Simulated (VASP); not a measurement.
CdS, 4 atoms in the cell. The structure is monoclinic, space group Cm (No. 8). The conventional cell has a = 7.162 Å, b = 4.135 Å, c = 6.749 Å, α = 90.00°, β = 90.00°, γ = 90.00°. Cd (site symmetry m) has 4 S at 2.41 to 2.51 Å within 3.2 Å. Cd (site symmetry m) has 4 S at 2.49 to 2.77 Å within 3.3 Å. S (site symmetry m) has 4 Cd at 2.41 to 2.77 Å within 3.2 Å. S (site symmetry m) has 4 Cd at 2.51 to 2.60 Å within 3.3 Å.  This cell differs from its parent crystal: atom 3 (S) moved by (-0.200, -0.200) A along y and z.

```yaml
Program: VASP 6.6.1
Task: single point
Functional: PBE
Potentials_or_basis: VASP PAW PBE potentials, release 64 (Cd, S)
Cutoff: 520 eV
k_mesh: 12 × 12 × 4
Occupations: gaussian, width 0.05 eV
Spin: no spin polarisation
Dipole_correction: no
Further_INCAR_settings: ALGO = Normal; EDIFF = 1e-07; NBANDS = 26
```

Potentials or basis: VASP PAW PBE potentials, release 64 (Cd, S).

The run is started by

```console
$ cat potpaw_PBE.64/Cd/POTCAR potpaw_PBE.64/S/POTCAR > POTCAR
$ mpirun -np 1 vasp_std > vasp.out
```

Hardware: 1 thread of Intel(R) Xeon(R) 6975P-C (Granite Rapids) (shared host).

Problem. How long does it take, and how much memory?

Solution. It took 3.1 min on 1 thread of Intel(R) Xeon(R) 6975P-C (Granite Rapids), with other jobs on the host, peak memory 0.48 GiB. Counts: scf iterations 16, k points 164.
